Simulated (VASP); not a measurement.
The system is GaAs.

```
CELL_PARAMETERS angstrom
0.00000 2.83500 2.83500
2.83500 0.00000 2.83500
2.83500 2.83500 0.00000
ATOMIC_POSITIONS crystal
Ga 0.00000 0.00000 0.00000
As 0.25000 0.25000 0.25000
```

```yaml
Program: VASP 6.6.1
Task: relaxation of cell and atoms
Functional: LDA
Potentials_or_basis: VASP PAW LDA potentials, release 64 (Ga_d, As)
Cutoff: 500 eV
k_mesh: 7 × 7 × 7
Occupations: gaussian, width 0.02 eV
Spin: no spin polarisation
```

At the start: pressure -2.2 GPa; volume 22.79 Å³/atom.

Question: Where does the relaxation end?

Answer: Over 3 steps the energy falls by 5.1 meV/atom and the volume is 22.07 Å³/atom (-3.1 %); space group F-43m (No. 216, to 0.1 Å) before and after.

The path:
```
step  energy change (eV)  largest force (eV/Å)  pressure (GPa)  volume (Å³)
   1              0.0000                0.0000           -2.20        45.57
   2             -0.0081                0.0000            1.07        43.53
   3             -0.0101                0.0000            0.00        44.14
```

Final structure:
```
Ga As
1.0
     0.00000    2.80511    2.80511
     2.80511    0.00000    2.80511
     2.80511    2.80511    0.00000
Ga As
1 1
Direct
  0.00000 0.00000 0.00000
  0.25000 0.25000 0.25000
```
